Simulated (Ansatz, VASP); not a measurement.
Two plane-wave programs on BaTiO3

File INCAR:

```
SYSTEM = BaTiO3
  PREC = Accurate
  ENCUT = 520
  EDIFF = 1E-6
  ISMEAR = 0
  SIGMA = 0.05
  LREAL = .False.
  LASPH = .True.
  NELM = 100
  ALGO = Normal
  ISIF = 2
  LWAVE = .False.
  LCHARG = .True.
  GGA = PE
  LELF = .True.
  LVHAR = .True.
  NBANDS = 28
```

KPOINTS

```
regular mesh
0
Gamma
  6 6 6
  0 0 0
```

POSCAR

```
BaTiO3
1.0
    2.9060167514      1.6529946342      2.3563003940
   -2.9060167514      1.6529946342      2.3563003940
    0.0000000000     -3.3059892684      2.3563003940
Ba Ti O
1 1 3
Direct
    0.0049545205      0.0049545205      0.0049545205
    0.5191875227      0.5191875227      0.5191875227
    0.4883938465      0.4883938465      0.9777702638
    0.4883938465      0.9777702638      0.4883938465
    0.9777702638      0.4883938465      0.4883938465
```

Input for Ansatz:

```yaml
crystal:
  lattice:
    - [2.9060167514, 1.6529946342, 2.356300394]
    - [-2.9060167514, 1.6529946342, 2.356300394]
    - [0.0, -3.3059892684, 2.356300394]
  atoms:
    - { symbol: Ba, position: [0.0049545205, 0.0049545205, 0.0049545205] }
    - { symbol: Ti, position: [0.5191875227, 0.5191875227, 0.5191875227] }
    - { symbol: O, position: [0.4883938465, 0.4883938465, 0.9777702638] }
    - { symbol: O, position: [0.4883938465, 0.9777702638, 0.4883938465] }
    - { symbol: O, position: [0.9777702638, 0.4883938465, 0.4883938465] }
basis:
  ecutwfc: 420
kpoints:
  mp_grid: { grid: [6, 6, 6] }
hamiltonian:
  xc: pbe
scf:
  occupations: { method: gaussian, width: 0.05 }
output:
  forces: true
  stress: true
  eigenvalues: true
  write_density: true
  write_potential: true
  elf: true
  volumetric_format: npy
```

Change from the starting cell: strain +0.0150 x Voigt [1, 0, 0, 0, 0, 0], atoms carried along.

Alike in both runs: task single point; functional PBE; k mesh 6 × 6 × 6; occupations gaussian, width 0.05 eV; no spin polarisation.

|  | VASP | Ansatz |
| --- | --- | --- |
| version | VASP 6.6.1 | Ansatz 0.2.0 |
| potentials or method | VASP PAW PBE potentials, release 64 (Ba_sv, Ti_sv, O), cutoff 520 eV | scalar-relativistic, plane waves, PAW |
| valence electrons in the cell | 40 | 40 |

Ansatz gave:

| Property | Result |
| --- | --- |
| gap on the k mesh at the Fermi level (eV) | 2.55 |
| least direct gap on the mesh (eV) | 3.06 |
| pressure (GPa) | -2.3 |
| traceless stress, the component that is largest in VASP (GPa) | -2.04 |
| rms of the force components (eV/Å) | 0.082 |

What did VASP give for the same quantities?

gap on the k mesh at the Fermi level (eV): 2.51; least direct gap on the mesh (eV): 3.05; pressure (GPa): -0.8; traceless stress, the component that is largest in VASP (GPa): -2.06; rms of the force components (eV/Å): 0.060.

Atom by atom the forces differ by 0.035 eV/Å (rms over components).

Neither program's run includes spin-orbit coupling.
